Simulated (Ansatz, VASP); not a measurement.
ZnO in VASP and in Ansatz

INCAR

```
SYSTEM = ZnO
PREC = Accurate
ENCUT = 520
EDIFF = 1E-6
ISMEAR = 0
SIGMA = 0.01
LREAL = .False.
LASPH = .True.
NELM = 60
ALGO = Normal
ISIF = 2
LWAVE = .False.
LCHARG = .False.
GGA = PE
NBANDS = 46
```

The input KPOINTS:

```
Automatic mesh
0
Gamma
  6 6 8
  0 0 0
```

POSCAR

```
ZnO
1.0
    5.5131257178      0.0000000000      0.0000000000
    0.0000000000      5.5131257178      0.0000000000
    0.0000000000      0.0000000000      3.2487918727
Zn O
4 4
Direct
    0.1817941392      0.1817941392      0.5000000000
    0.8182058608      0.8182058608      0.5000000000
    0.6817941392      0.3182058608      0.0000000000
    0.3182058608      0.6817941392      0.0000000000
    0.8174782387      0.1825217613      0.5000000000
    0.1825217613      0.8174782387      0.5000000000
    0.6825217613      0.6825217613      0.0000000000
    0.3174782387      0.3174782387      0.0000000000
```

Input for Ansatz:

```yaml
crystal:
  lattice:
    - [5.5131257178, 0.0, 0.0]
    - [0.0, 5.5131257178, 0.0]
    - [0.0, 0.0, 3.2487918727]
  atoms:
    - { symbol: Zn, position: [0.1817941392, 0.1817941392, 0.5] }
    - { symbol: Zn, position: [0.8182058608, 0.8182058608, 0.5] }
    - { symbol: Zn, position: [0.6817941392, 0.3182058608, 0.0] }
    - { symbol: Zn, position: [0.3182058608, 0.6817941392, 0.0] }
    - { symbol: O, position: [0.8174782387, 0.1825217613, 0.5] }
    - { symbol: O, position: [0.1825217613, 0.8174782387, 0.5] }
    - { symbol: O, position: [0.6825217613, 0.6825217613, 0.0] }
    - { symbol: O, position: [0.3174782387, 0.3174782387, 0.0] }
kpoints:
  mp_grid: { grid: [6, 6, 8] }
  band_path:
    path:
      - [0.0, 0.0, 0.0]
      - [0.0, 0.5, 0.0]
      - [0.5, 0.5, 0.0]
      - [0.0, 0.0, 0.5]
      - [0.0, 0.5, 0.5]
      - [0.5, 0.5, 0.5]
    npoints: 1
hamiltonian:
  xc: pbe
scf:
  occupations: { method: fixed }
  n_extra_bands: 6
output:
  forces: true
  stress: true
  eigenvalues: true
```

Alike in both runs: task single point; functional PBE; k mesh 6 × 6 × 8; no spin polarisation.

|  | VASP | Ansatz |
| --- | --- | --- |
| version | VASP 6.6.1 | Ansatz 0.2.0 |
| potentials or method | VASP PAW PBE potentials, release 64 (Zn, O) | plane waves, PAW |
| plane-wave cutoff (eV) | 520 | 420 |
| occupations | gaussian, width 0.01 eV | fixed |
| valence electrons in the cell | 72 | 72 |

|  | VASP | Ansatz | Ansatz less VASP |
| --- | --- | --- | --- |
| gap on the k mesh at the Fermi level (eV) | 0.80 | 0.81 | +0.013 |
| pressure (GPa) | 6.8 | 5.7 | -1.02 |
| traceless stress, the component that is largest in VASP (GPa) | 0.41 | 0.23 | -0.187 |
| rms of the force components (eV/Å) | 0.020 | 0.020 | +0.0006 |

Atom by atom the forces differ by 0.001 eV/Å (rms over components).
